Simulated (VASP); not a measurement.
# SrIn4O3 (Im-3m) in VASP: notebook

Runs on SrIn4O3. Level: PBE. Tasks: single point, relaxation of cell and atoms.

Program: VASP 6.6.1. These are calculated values, not measurements. Logs are shortened: lines on timing, memory, paths and dates and some standing lists are left out, and cuts for length are marked.

## Step 1: The cell of the first run

The structure is cubic, space group Im-3m (No. 229). The conventional cell has a = 7.090 Å, b = 7.090 Å, c = 7.090 Å, α = 90.00°, β = 90.00°, γ = 90.00°. Within 4.0 Å of Sr (site symmetry m-3m) lie 8 In at 3.07 Å and 6 O at 3.55 Å. Within 4.0 Å of In (site symmetry -3m) lie 2 Sr at 3.07 Å and 6 O at 3.07 Å and 6 In at 3.55 Å. O (site symmetry 4/mmm) has 8 In at 3.07 Å and 2 Sr at 3.55 Å and 4 O at 3.55 Å within 4.0 Å.

The cell was generated, and may not be a known phase.

## Step 2: Single point, PBE, collinear spin, ferromagnetic start

File INCAR:

```
SYSTEM = SrIn4O3
ALGO = Normal
EDIFF = 1E-6
ENCUT = 600
GGA = PE
GGA_COMPAT = .FALSE.
ISIF = 2
ISMEAR = 0
ISPIN = 2
LASPH = .TRUE.
LCHARG = .TRUE.
LELF = .TRUE.
LORBIT = 11
LREAL = .FALSE.
LVHAR = .TRUE.
LWAVE = .FALSE.
MAGMOM = 0 0 0 0 0 1 1 1
NBANDS = 54
NELM = 200
PREC = Accurate
SIGMA = 0.1
```

File KPOINTS:

```
k-points
0
G
  4 4 4
  0 0 0
```

File POSCAR:

```
SrIn4O3
1.0
   -3.5452012400      3.5452012400      3.5452012400
    3.5452012400     -3.5452012400      3.5452012400
    3.5452012400      3.5452012400     -3.5452012400
Sr In O
1 4 3
Direct
    0.0000000000      0.0000000000      0.0000000000
    0.5000000000      0.5000000000      0.5000000000
    0.0000000000      0.0000000000      0.5000000000
    0.0000000000      0.5000000000      0.0000000000
    0.5000000000      0.0000000000      0.0000000000
    0.0000000000      0.5000000000      0.5000000000
    0.5000000000      0.0000000000      0.5000000000
    0.5000000000      0.5000000000      0.0000000000
```

Potentials or basis: VASP PAW PBE potentials, release 64 (Sr_sv, In_d, O).

The run is started by

```
cat potpaw_PBE.64/Sr_sv/POTCAR potpaw_PBE.64/In_d/POTCAR potpaw_PBE.64/O/POTCAR > POTCAR
mpirun -np 1 vasp_std > vasp.out
```

OUTCAR:

```text
SYSTEM = SrIn4O3
   EDIFF = 1E-6
   ENCUT = 600
   GGA = PE
   ISIF = 2
   ISMEAR = 0
   ISPIN = 2
   LASPH = .TRUE.
   LORBIT = 11
   LREAL = .FALSE.
   NELM = 200
   PREC = Accurate

 ion  position               nearest neighbor table
   1  0.000  0.000  0.000-   2 3.07   3 3.07   4 3.07   5 3.07   3 3.07   4 3.07   5 3.07   2 3.07
                             7 3.55   6 3.55   8 3.55   7 3.55   8 3.55   6 3.55
   2  0.500  0.500  0.500-   1 3.07   1 3.07   4 3.55   5 3.55   5 3.55   4 3.55   3 3.55   3 3.55

   3  0.000  0.000  0.500-   1 3.07   1 3.07   4 3.55   5 3.55   2 3.55   4 3.55   5 3.55   2 3.55

   4  0.000  0.500  0.000-   1 3.07   1 3.07   3 3.55   5 3.55   2 3.55   3 3.55   2 3.55   5 3.55

   5  0.500  0.000  0.000-   1 3.07   1 3.07   3 3.55   4 3.55   2 3.55   2 3.55   3 3.55   4 3.55

   6  0.000  0.500  0.500-   1 3.55   1 3.55
   7  0.500  0.000  0.500-   1 3.55   1 3.55
   8  0.500  0.500  0.000-   1 3.55   1 3.55

  LATTYP: Found a body centered cubic cell.
 ALAT       =     7.0904024800

  Lattice vectors:

 A1 = (  -3.5452012400,   3.5452012400,   3.5452012400)
 A2 = (   3.5452012400,  -3.5452012400,   3.5452012400)
 A3 = (   3.5452012400,   3.5452012400,  -3.5452012400)

Analysis of symmetry for initial positions (statically):
=====================================================================
 Subroutine PRICEL returns:
 Original cell was already a primitive cell.

 Routine SETGRP: Setting up the symmetry group for a
 body centered cubic supercell.

 Subroutine GETGRP returns: Found 48 space group operations
 (whereof 48 operations were pure point group operations)
 out of a pool of 48 trial point group operations.

The static configuration has the point symmetry O_h .

Analysis of symmetry for dynamics (positions and initial velocities):
=====================================================================
 Subroutine PRICEL returns:
 Original cell was already a primitive cell.

 Routine SETGRP: Setting up the symmetry group for a
 body centered cubic supercell.

 Subroutine GETGRP returns: Found 48 space group operations
 (whereof 48 operations were pure point group operations)
 out of a pool of 48 trial point group operations.

The dynamic configuration has the point symmetry O_h .

Analysis of structural, dynamic, and magnetic symmetry:
=====================================================================
 Subroutine PRICEL returns:
 Original cell was already a primitive cell.

 Routine SETGRP: Setting up the symmetry group for a
 body centered cubic supercell.

 Subroutine GETGRP returns: Found 48 space group operations
 (whereof 48 operations were pure point group operations)
 out of a pool of 48 trial point group operations.

The overall configuration has the point symmetry O_h .

 Subroutine INISYM returns: Found 48 space group operations
 (whereof 48 operations are pure point group operations),
 and found     1 'primitive' translations

----------------------------------------------------------------------------------------

                                     Primitive cell

  volume of cell :     178.2308

  direct lattice vectors                    reciprocal lattice vectors
    -3.545201240  3.545201240  3.545201240     0.000000000  0.141035717  0.141035717
     3.545201240 -3.545201240  3.545201240     0.141035717  0.000000000  0.141035717
     3.545201240  3.545201240 -3.545201240     0.141035717  0.141035717  0.000000000

  length of vectors
     6.140468671  6.140468671  6.140468671     0.199454624  0.199454624  0.199454624

  position of ions in fractional coordinates (direct lattice)
     0.000000000  0.000000000  0.000000000
     0.500000000  0.500000000  0.500000000
     0.000000000  0.000000000  0.500000000
     0.000000000  0.500000000  0.000000000
     0.500000000  0.000000000  0.000000000
     0.000000000  0.500000000  0.500000000
     0.500000000  0.000000000  0.500000000
     0.500000000  0.500000000  0.000000000

  ion indices of the primitive-cell ions
   primitive index   ion index
                 1           1
                 2           2
                 3           3
                 4           4
                 5           5
                 6           6
                 7           7
                 8           8

----------------------------------------------------------------------------------------

 KPOINTS: k-points

Automatic generation of k-mesh.
 Grid dimensions read from file:
 generate k-points for:    4    4    4

 Generating k-lattice:

  Cartesian coordinates                     Fractional coordinates (reciprocal lattice)
     0.000000000  0.035258929  0.035258929     0.250000000  0.000000000  0.000000000
     0.035258929  0.000000000  0.035258929     0.000000000  0.250000000  0.000000000
     0.035258929  0.035258929  0.000000000     0.000000000  0.000000000  0.250000000

  Length of vectors
     0.049863656  0.049863656  0.049863656

[... 59 lines left out ...]
  Thomas-Fermi vector in A             =   2.387312
   LORBIT       =     11    0 simple, 1 ext, 2 COOP (PROOUT), +10 PAW based schemes
   GGA     = PE    functional components
   LHFCALC =     F    Hartree Fock is set to
   AEXX    =    0.0000 exact exchange contribution
   IVDW    =     0    specifies the selected vdW correction
   LEPSILON=     F    determine dielectric tensor
   LRPA    =     F    only Hartree local field effects (RPA)
 spin polarized calculation
 Gauss-broadening in eV      SIGMA  =   0.10
  energy-cutoff  :      600.00
  volume of cell :      178.23
 maximum number of plane-waves:      5979
 NGX is ok and might be reduce to    50
   NGX = 25   NGY = 25   NGZ = 25

 number of electron      80.0000011 magnetization       0.0139376

 number of electron      80.0000017 magnetization      -0.0032246

 Free energy of the ion-electron system (eV)
  ---------------------------------------------------
  ext. energy  EPLUGINS =         0.00000000
  ---------------------------------------------------
  free energy    TOTEN  =       -26.29630500 eV

  energy without entropy =      -26.27795542  energy(sigma->0) =      -26.28713021

 E-fermi :   4.1453     XC(G=0):  -9.6599

 val. band max:        4.1058780387   @ k =   0.5000   0.5000   0.2500
 cond. band min:       4.2256720949   @ k =   0.5000   0.5000   0.2500
 fundamental gap:      0.1197940562
 Fermi energy:         4.1453318913

 spin component 1

 k-point     1 :       0.0000    0.0000    0.0000
  band No.  band energies     occupation
      1     -31.5765      1.00000
      2     -13.7481      1.00000
      3     -13.7481      1.00000
      4     -13.7481      1.00000
      5     -11.5221      1.00000
      6     -11.3965      1.00000
[... 44 lines left out ...]
     51       9.8100      0.00000
     52       9.8100      0.00000
[... 383 lines left out ...]
     51       9.1324      0.00000
     52      11.3852      0.00000
 Fermi energy:         4.1453318913

 spin component 2

 k-point     1 :       0.0000    0.0000    0.0000
  band No.  band energies     occupation
      1     -31.5763      1.00000
      2     -13.7479      1.00000
      3     -13.7479      1.00000
      4     -13.7479      1.00000
      5     -11.5244      1.00000
      6     -11.3988      1.00000
[... 44 lines left out ...]
     51       9.8104      0.00000
     52       9.8104      0.00000
[... 383 lines left out ...]
     51       9.1328      0.00000
     52      11.3854      0.00000
 [bands above 52 left out]

------------------------ aborting loop because EDIFF is reached ----------------------------------------

  FORCE on cell =-STRESS in cart. coord.  units (eV):
  Direction    XX          YY          ZZ          XY          YZ          ZX
  --------------------------------------------------------------------------------------
  -------------------------------------------------------------------------------------
  Total       -3.7328468     -3.7328468     -3.7328468      0.0000000      0.0000000     -0.0000000
  in kB      -33.5558376    -33.5558376    -33.5558376      0.0000000      0.0000000     -0.0000000
  external PRESSURE =     -33.5558376 kB  Pullay stress =       0.0000000 kB

 VOLUME and BASIS-vectors are now :
 -----------------------------------------------------------------------------
  energy-cutoff  :      600.00
  volume of cell :      178.23
      direct lattice vectors                 reciprocal lattice vectors
    -3.545201240  3.545201240  3.545201240     0.000000000  0.141035717  0.141035717
     3.545201240 -3.545201240  3.545201240     0.141035717  0.000000000  0.141035717
     3.545201240  3.545201240 -3.545201240     0.141035717  0.141035717  0.000000000

 POSITION                                       TOTAL-FORCE (eV/Angst)
 -----------------------------------------------------------------------------------
      0.00000      0.00000      0.00000         0.000000      0.000000      0.000000
      1.77260      1.77260      1.77260        -0.000000     -0.000000      0.000000
      1.77260      1.77260     -1.77260         0.000000     -0.000000      0.000000
      1.77260     -1.77260      1.77260         0.000000      0.000000     -0.000000
     -1.77260      1.77260      1.77260        -0.000000     -0.000000     -0.000000
      3.54520      0.00000      0.00000         0.000000      0.000000      0.000000
      0.00000      3.54520      0.00000         0.000000      0.000000      0.000000
      0.00000      0.00000      3.54520         0.000000      0.000000      0.000000
 -----------------------------------------------------------------------------------
    total drift:                                0.000000     -0.000000      0.000000

  FREE ENERGIE OF THE ION-ELECTRON SYSTEM (eV)
  ---------------------------------------------------
  free  energy   TOTEN  =       -26.2963049953 eV

  energy  without entropy=      -26.2779554194  energy(sigma->0) =      -26.28713021

 total charge

# of ion       s       p       d       tot
------------------------------------------
    1        2.051   5.757   0.330   8.138
    2        1.089   0.289   9.854  11.232
    3        1.089   0.289   9.854  11.232
    4        1.089   0.289   9.854  11.232
    5        1.089   0.289   9.854  11.232
    6        1.589   3.151   0.000   4.740
    7        1.589   3.151   0.000   4.740
    8        1.589   3.151   0.000   4.740
--------------------------------------------------
tot         11.175  16.365  39.747  67.286

 magnetization (x)

# of ion       s       p       d       tot
------------------------------------------
    1        0.000   0.000   0.000   0.000
    2       -0.000   0.000   0.000   0.000
    3       -0.000   0.000   0.000   0.000
    4       -0.000   0.000   0.000   0.000
    5       -0.000   0.000   0.000   0.000
    6       -0.000  -0.001   0.000  -0.001
    7       -0.000  -0.001   0.000  -0.001
    8       -0.000  -0.001   0.000  -0.001
--------------------------------------------------
tot         -0.000  -0.003   0.000  -0.003
```

It took 4 min on 1 thread of Intel Xeon 6975P-C (Granite Rapids), shared host; peak memory 0.52 GiB.

Results:

```
Free energy                                           : -26.2963 eV
Pressure                                              : -3.4 GPa
Band gap on the k mesh                                : zero (filled and empty bands overlap)
Net moment                                            : 0.00 μB per cell
Valence electrons inside the program's atomic spheres : Sr 8.14; In 11.23; O 4.74
```

Levels at points of the mesh, in eV from the Fermi level:
Spin up:
| k point | band 36 | band 37 | band 38 | band 39 | band 40 | band 41 | band 42 | band 43 | band 44 | band 45 |
| --- | --- | --- | --- | --- | --- | --- | --- | --- | --- | --- |
| (0.00, 0.00, 0.00) | -2.22 | -2.22 | -0.65 | -0.65 | -0.65 | 1.94 | 1.94 | 1.94 | 3.10 | 3.10 |
| (0.50, 0.00, 0.00) | -0.65 | -0.61 | -0.60 | -0.40 | -0.23 | 0.57 | 0.61 | 0.85 | 2.12 | 3.14 |
| (0.50, 0.50, 0.50) | -0.48 | -0.48 | -0.48 | -0.07 | -0.07 | -0.07 | -0.07 | -0.07 | 0.29 | 0.29 |
Spin down:
| k point | band 38 | band 39 | band 40 | band 41 | band 42 | band 43 |
| --- | --- | --- | --- | --- | --- | --- |
| (0.00, 0.00, 0.00) | -0.65 | -0.65 | -0.65 | 1.94 | 1.94 | 1.94 |
| (0.50, 0.00, 0.00) | -0.61 | -0.40 | -0.23 | 0.57 | 0.61 | 0.85 |
| (0.50, 0.50, 0.50) | -0.49 | -0.07 | -0.07 | -0.07 | -0.07 | -0.07 |

Caveat: the cell stands under tension; spin-orbit coupling is left out, which moves the levels of the heavy elements.

## Step 3: Relaxation of cell and atoms, PBE

This run uses another cell than the first one, of 20.54 Å³/atom.

File INCAR:

```
SYSTEM = SrIn4O3
PREC = Accurate
ENCUT = 600
EDIFF = 1E-7
ISMEAR = 0
SIGMA = 0.1
LREAL = .FALSE.
LASPH = .TRUE.
NELM = 120
ALGO = Normal
ISIF = 3
LWAVE = .FALSE.
LCHARG = .FALSE.
GGA = PE
IBRION = 2
NSW = 100
EDIFFG = -0.01
GGA_COMPAT = .FALSE.
NELMIN = 4
```

File KPOINTS:

```
Automatic mesh
0
G
  8 8 8
  0 0 0
```

POSCAR: that of step 2 with these lines changed.

```diff
@@ -2,5 +2,5 @@
 1.0
-   -3.5452012400      3.5452012400      3.5452012400
-    3.5452012400     -3.5452012400      3.5452012400
-    3.5452012400      3.5452012400     -3.5452012400
+   -3.4505943650      3.4505943650      3.4505943650
+    3.4505943650     -3.4505943650      3.4505943650
+    3.4505943650      3.4505943650     -3.4505943650
 Sr In O
```

Potentials or basis: VASP PAW PBE potentials, release 64 (Sr_sv, In_d, O).

The run is started by

```
cat potpaw_PBE.64/Sr_sv/POTCAR potpaw_PBE.64/In_d/POTCAR potpaw_PBE.64/O/POTCAR > POTCAR
mpirun -np 1 vasp_std > vasp.out
```

Run time: 11 min. Hardware: 1 thread of Intel Xeon 6975P-C (Granite Rapids), shared host; peak memory 0.51 GiB.

The run converged. Its results:

- Free energy: -26.4904 eV
- Relaxed volume: 20.32 Å³/atom
- Relaxed cell: a = 5.955 Å, b = 5.955 Å, c = 5.955 Å, α = 109.47°, β = 109.47°, γ = 109.47°
- Space group after relaxing (to 0.1 Å): Im-3m (No. 229)
- Energy gained by relaxing: 0.3 meV/atom
- Ionic steps: 3
- Pressure after relaxing: 0.0 GPa
- Band gap on the k mesh: zero (bands 40 and 41 overlap by 0.27 eV)

The path:
```
step  energy change (eV)  largest force (eV/Å)  pressure (GPa)  volume (Å³)
   1              0.0000                0.0000           -0.47       164.34
   2             -0.0024                0.0000           -0.09       162.92
   3             -0.0025                0.0000            0.01       162.59
```

Final structure:
```yaml
crystal:
  lattice:
    - [-3.43830, 3.43830, 3.43830]
    - [3.43830, -3.43830, 3.43830]
    - [3.43830, 3.43830, -3.43830]
  atoms:
    - { symbol: Sr, position: [0.00000, 0.00000, 0.00000] }
    - { symbol: In, position: [0.50000, 0.50000, 0.50000] }
    - { symbol: In, position: [0.00000, 0.00000, 0.50000] }
    - { symbol: In, position: [0.00000, 0.50000, 0.00000] }
    - { symbol: In, position: [0.50000, 0.00000, 0.00000] }
    - { symbol: O, position: [0.00000, 0.50000, 0.50000] }
    - { symbol: O, position: [0.50000, 0.00000, 0.50000] }
    - { symbol: O, position: [0.50000, 0.50000, 0.00000] }
```

Levels at points of the mesh, in eV from the Fermi level:
```
           k point  band 37  band 38  band 39  band 40  band 41  band 42  band 43  band 44
(0.00, 0.00, 0.00)    -2.51    -0.83    -0.83    -0.83     2.21     2.21     2.21     3.19
(0.50, 0.00, 0.00)    -0.64    -0.63    -0.47    -0.26     0.58     0.63     1.04     2.22
(0.50, 0.50, 0.50)    -0.63    -0.20    -0.19    -0.19    -0.19    -0.16    -0.16     0.42
```

Caveat: spin-orbit coupling is left out, which moves the levels of the heavy elements.

## Step 4: Single point, PBE

This run uses another cell than the first one, of 20.54 Å³/atom.

File INCAR:

```
SYSTEM = SrIn4O3
ALGO = Normal ; EDIFF = 1E-6
ENCUT = 600 ; GGA = PE
GGA_COMPAT = .FALSE. ; ISIF = 2
ISMEAR = 0 ; LASPH = .TRUE.
LCHARG = .FALSE. ; LREAL = .FALSE.
LWAVE = .FALSE. ; NBANDS = 50
NELM = 120 ; PREC = Accurate
SIGMA = 0.1
```

File KPOINTS:

```
k-points
0
G
  4 4 4
  0 0 0
```

POSCAR is that of step 3.

The run is started by

```
cat potpaw_PBE.64/Sr_sv/POTCAR potpaw_PBE.64/In_d/POTCAR potpaw_PBE.64/O/POTCAR > POTCAR
mpirun -np 1 vasp_std > vasp.out
```

Run time: 2.6 min. Hardware: 1 thread of Oxide Virtual Turin-like, shared host; peak memory 0.32 GiB.

Results (log left out):

```
Free energy            : -26.4589 eV
Pressure               : -0.4 GPa
Band gap on the k mesh : zero (bands 40 and 41 overlap by 0.19 eV)
```

Levels at points of the mesh, in eV from the Fermi level:
```
           k point  band 37  band 38  band 39  band 40  band 41  band 42  band 43  band 44
(0.00, 0.00, 0.00)    -2.51    -0.85    -0.85    -0.85     2.14     2.14     2.14     3.14
(0.50, 0.00, 0.00)    -0.68    -0.67    -0.51    -0.30     0.54     0.58     0.97     2.16
(0.50, 0.50, 0.50)    -0.66    -0.30    -0.21    -0.21    -0.21    -0.19    -0.19     0.36
```

Caveat: spin-orbit coupling is left out, which moves the levels of the heavy elements.

## Step 5: The runs side by side

```tsv
task	spin	cell	k mesh	gap on the mesh (eV)	pressure (GPa)
single point	collinear, ferromagnetic start	a = 6.140 Å, angles 109.5°, 8 atoms	4 × 4 × 4	none	-3.4
relaxation of cell and atoms	off	relaxed from a = 5.977 Å, angles 109.5°, 8 atoms	8 × 8 × 8	none	0.0
single point	off	a = 5.977 Å, angles 109.5°, 8 atoms	4 × 4 × 4	none	-0.4
```

Alike in all rows: level PBE; potentials or basis VASP PAW PBE potentials, release 64 (Sr_sv, In_d, O); cutoff (eV) 600; smearing gaussian 0.1 eV.

Caveats: spin-orbit coupling is left out, which moves the levels of the heavy elements; the cell stands under tension (at least some runs).

Total energies depend on the potentials used, so only differences within one code and one set of settings carry meaning.

The gap in the log of VASP goes by the Fermi energy; the results here count the filled bands.